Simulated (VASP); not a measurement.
# WS2 (R3m) in VASP: density of states with PBEsol+D3(BJ)

Aim: the density of states of WS2 with PBEsol+D3(BJ).

Program: VASP 6.6.1. These are calculated values, not measurements. Logs are shortened: lines on timing, memory, paths and dates and some standing lists are left out, and cuts for length are marked.

### Step 1. The cell of the first run

The structure is trigonal, space group R3m (No. 160). The conventional cell has a = 3.120 Å, b = 3.120 Å, c = 17.524 Å, α = 90.00°, β = 90.00°, γ = 120.00°. W (site symmetry 3m) has 6 S at 2.39 Å and 6 W at 3.12 Å within 3.2 Å. Within 3.2 Å of S (site symmetry 3m) lie 3 W at 2.39 Å and 7 S at 3.12 to 3.14 Å. Within 3.2 Å of S (site symmetry 3m) lie 3 W at 2.39 Å and 7 S at 3.12 to 3.14 Å.

### Step 2. Density of states, PBEsol+D3(BJ)

POSCAR reads:

```
WS2
1.0
    1.5601972556      0.9007803055      5.8413922709
   -1.5601972556      0.9007803055      5.8413922709
    0.0000000000     -1.8015606110      5.8413922709
W S
1 2
Direct
    0.0006393566      0.0006393566      0.0006393566
    0.2445139228      0.2445139228      0.2445139228
    0.4235467206      0.4235467206      0.4235467206
```

INCAR.step1 reads:

```
SYSTEM = WS2
PREC = Accurate ; ENCUT = 520
EDIFF = 1E-6 ; ISMEAR = 0
SIGMA = 0.02 ; LREAL = .False.
LASPH = .True. ; NELM = 100
ALGO = Normal ; ISIF = 2
LWAVE = .False. ; LCHARG = .True.
LMAXMIX = 4 ; GGA = PS
IVDW = 12 ; NBANDS = 20
```

KPOINTS.step1 reads:

```
Automatic mesh
0
Gamma
  12 12 12
  0 0 0
```

INCAR.step2 reads:

```
SYSTEM = WS2
PREC = Accurate ; ENCUT = 520
EDIFF = 1E-6 ; ISMEAR = -5
SIGMA = 0.02 ; LREAL = .False.
LASPH = .True. ; NELM = 100
ALGO = Normal ; ISIF = 2
LWAVE = .False. ; LCHARG = .False.
LMAXMIX = 4 ; GGA = PS
IVDW = 12 ; LORBIT = 11
NEDOS = 1001 ; ICHARG = 11
```

KPOINTS.step2 reads:

```
Automatic mesh
0
Gamma
  18 18 18
  0 0 0
```

Potentials or basis: VASP PAW PBE potentials, release 64 (W_sv, S).

Launch:

```bash
$ cat potpaw_PBE.64/W_sv/POTCAR potpaw_PBE.64/S/POTCAR > POTCAR
$ cp INCAR.step1 INCAR
$ cp KPOINTS.step1 KPOINTS
$ mpirun -np 1 vasp_std > vasp.out
$ cp INCAR.step2 INCAR
$ cp KPOINTS.step2 KPOINTS
$ mpirun -np 1 vasp_std > vasp.out
```

OUTCAR:

```text
SYSTEM = WS2
   PREC = Accurate
   ENCUT = 520
   EDIFF = 1E-6
   ISMEAR = -5
   LREAL = .False.
   LASPH = .True.
   NELM = 100
   ISIF = 2
   GGA = PS
   IVDW = 12
   LORBIT = 11
   ICHARG = 11
 IVDW          = 12

 ion  position               nearest neighbor table
   1  0.001  0.001  0.001-   2 2.39   2 2.39   2 2.39   3 2.39   3 2.39   3 2.39
   2  0.245  0.245  0.245-   1 2.39   1 2.39   1 2.39
   3  0.424  0.424  0.424-   1 2.39   1 2.39   1 2.39

  LATTYP: Found a trigonal (rhomboedric) cell.
 ALAT       =     6.1128949196
 COS(alpha) =     0.8697147789

  Lattice vectors:

 A1 = (   1.5601972556,   0.9007803055,   5.8413922709)
 A2 = (  -1.5601972556,   0.9007803055,   5.8413922709)
 A3 = (   0.0000000000,  -1.8015606110,   5.8413922709)

Analysis of symmetry for initial positions (statically):
=====================================================================
 Subroutine PRICEL returns:
 Original cell was already a primitive cell.

 Routine SETGRP: Setting up the symmetry group for a
 trigonal (rhombohedral) supercell.

 Subroutine GETGRP returns: Found  6 space group operations
 (whereof  6 operations were pure point group operations)
 out of a pool of 12 trial point group operations.

The static configuration has the point symmetry C_3v.

Analysis of symmetry for dynamics (positions and initial velocities):
=====================================================================
 Subroutine PRICEL returns:
 Original cell was already a primitive cell.

 Routine SETGRP: Setting up the symmetry group for a
 trigonal (rhombohedral) supercell.

 Subroutine GETGRP returns: Found  6 space group operations
 (whereof  6 operations were pure point group operations)
 out of a pool of 12 trial point group operations.

The dynamic configuration has the point symmetry C_3v.

 Subroutine INISYM returns: Found  6 space group operations
 (whereof  6 operations are pure point group operations),
 and found     1 'primitive' translations

----------------------------------------------------------------------------------------

                                     Primitive cell

  volume of cell :      49.2568

  direct lattice vectors                    reciprocal lattice vectors
     1.560197256  0.900780305  5.841392271     0.320472298  0.185024768  0.057064021
    -1.560197256  0.900780305  5.841392271    -0.320472298  0.185024768  0.057064021
[... 98 lines left out ...]
   TEBEG  =    0.0;   TEEND  =   0.0 temperature during run
   PSTRESS=    0.0 pullay stress
   NELECT =      26.0000    total number of electrons
   NUPDOWN=      -1.0000    fix difference up-down
   EMIN   =  10.00;   EMAX   =-10.00  energy-range for DOS
   EFERMI =   0.00;   METHOD = LEGACY
   ISMEAR =    -5;   SIGMA  =   0.02  broadening in eV -4-tet -1-fermi 0-gaus
   EFERMI_NEDOS =   21; number of points for ismear=-14 and -15
   IALGO  =     38    algorithm
   IMIX   =      4    mixing-type and parameters
     AMIX     =   0.40;   BMIX     =  1.00
     AMIX_MAG =   1.60;   BMIX_MAG =  1.00
  volume/ion in A,a.u.               =      16.42       110.80
  Fermi-wavevector in a.u.,A,eV,Ry     =   1.323053  2.500208 23.816584  1.750470
  Thomas-Fermi vector in A             =   2.452689
   LORBIT       =     11    0 simple, 1 ext, 2 COOP (PROOUT), +10 PAW based schemes
   GGA     = PS    functional components
   LHFCALC =     F    Hartree Fock is set to
   AEXX    =    0.0000 exact exchange contribution
   IVDW    =    12    specifies the selected vdW correction
   LEPSILON=     F    determine dielectric tensor
   LRPA    =     F    only Hartree local field effects (RPA)
 non-spin polarized calculation
 Fermi weights with tetrahedron method with Bloechl corrections
  energy-cutoff  :      520.00
  volume of cell :       49.26
 maximum number of plane-waves:      1343
 NGX is ok and might be reduce to    48

 number of electron      26.0000000 magnetization

 Free energy of the ion-electron system (eV)
  ---------------------------------------------------
  ext. energy  EPLUGINS =         0.00000000
  ---------------------------------------------------
  free energy    TOTEN  =       -25.21678356 eV

  energy without entropy =      -25.21678356  energy(sigma->0) =      -25.21678356

 E-fermi :   8.6294     XC(G=0): -11.6140

 val. band max:        8.6124223022   @ k =   0.5000   0.5000   0.5000
 cond. band min:       9.3283719317   @ k =  -0.1667   0.1667   0.0000
 fundamental gap:      0.7159496295
 Fermi energy:         8.6294452504

 k-point     1 :       0.0000    0.0000    0.0000
  band No.  band energies     occupation
      1     -66.1207      2.00000
      2     -30.4283      2.00000
      3     -30.2010      2.00000
      4     -30.2010      2.00000
      5      -7.5533      2.00000
      6      -5.2222      2.00000
[... 457 lines left out ...]
      4     -30.2550      2.00000
      5      -6.4852      2.00000
      6      -4.9448      2.00000
[... 9 lines left out ...]
     16      11.2963      0.00000
     17      12.0372      0.00000

 [... further k-points ...]

------------------------ aborting loop because EDIFF is reached ----------------------------------------

 Edisp (eV)   -1.25408

 E8    (eV) :    -0.8138

  FORCE on cell =-STRESS in cart. coord.  units (eV):
  Direction    XX          YY          ZZ          XY          YZ          ZX
  --------------------------------------------------------------------------------------
  -------------------------------------------------------------------------------------
  Total       0.04055     0.04055     0.05444     0.00000     0.00000     0.00000
  in kB       1.31894     1.31894     1.77083     0.00000     0.00000     0.00000
  external pressure =        1.47 kB  Pullay stress =        0.00 kB

 VOLUME and BASIS-vectors are now :
 -----------------------------------------------------------------------------
  energy-cutoff  :      520.00
  volume of cell :       49.26
      direct lattice vectors                 reciprocal lattice vectors
     1.560197256  0.900780305  5.841392271     0.320472298  0.185024768  0.057064021
    -1.560197256  0.900780305  5.841392271    -0.320472298  0.185024768  0.057064021
     0.000000000 -1.801560611  5.841392271     0.000000000 -0.370049535  0.057064021

 POSITION                                       TOTAL-FORCE (eV/Angst)
 -----------------------------------------------------------------------------------
      0.00000      0.00000      0.01120         0.000000      0.000000     -0.001480
      0.00000      0.00000      4.28491         0.000000     -0.000000     -0.017060
      0.00000      0.00000      7.42231         0.000000      0.000000      0.018540
 -----------------------------------------------------------------------------------
    total drift:                                0.000000     -0.000000      0.000491

  FREE ENERGIE OF THE ION-ELECTRON SYSTEM (eV)
  ---------------------------------------------------
  free  energy   TOTEN  =       -26.4708648229 eV

  energy  without entropy=      -26.4708648229  energy(sigma->0) =      -26.47086482

 total charge

# of ion       s       p       d       tot
------------------------------------------
    1        2.329   6.349   3.448  12.126
    2        1.356   2.354   0.000   3.710
    3        1.356   2.353   0.000   3.709
--------------------------------------------------
tot          5.041  11.056   3.448  19.545
```

Wall time 18 min (1 thread of AMD EPYC 9R45 (Zen 5), shared host); peak memory 0.66 GiB.

Results:

- Valence electrons inside the program's atomic spheres: W 12.13; S 3.71
- Dispersion energy per atom: -0.418 eV

Caveat: the PAW data sets were made with another functional, which shifts forces and pressure a little; spin-orbit coupling is left out, which moves the levels of the heavy elements.
